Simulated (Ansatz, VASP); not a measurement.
AgBr: VASP beside Ansatz

```
Ag Br
1.0
     0.00000    2.87015    2.87015
     2.87015    0.00000    2.87015
     2.87015    2.87015    0.00000
Ag Br
1 1
Direct
  0.00000 0.00000 0.00000
  0.50000 0.50000 0.50000
```

Alike in both runs: task single point; functional RPBE; dispersion D3(BJ); k mesh 6 × 6 × 6; no spin polarisation.

```csv
,VASP,Ansatz
version,VASP 6.6.1,Ansatz 0.2.0
potentials or method,"VASP PAW PBE potentials, release 64 (Ag, Br)","plane waves, norm-conserving potentials"
plane-wave cutoff (eV),500,960
occupations,"gaussian, width 0.01 eV",fixed
valence electrons in the cell,18,26
```

|  | VASP | Ansatz | Ansatz less VASP |
| --- | --- | --- | --- |
| gap on the k mesh at the Fermi level (eV) | 0.84 | 0.84 | +0.004 |

VASP's potentials were made for PBE, not for RPBE. VASP's potentials hold 18 valence electrons a cell and Ansatz's 26, so a difference there can come from the potentials and not from the codes.
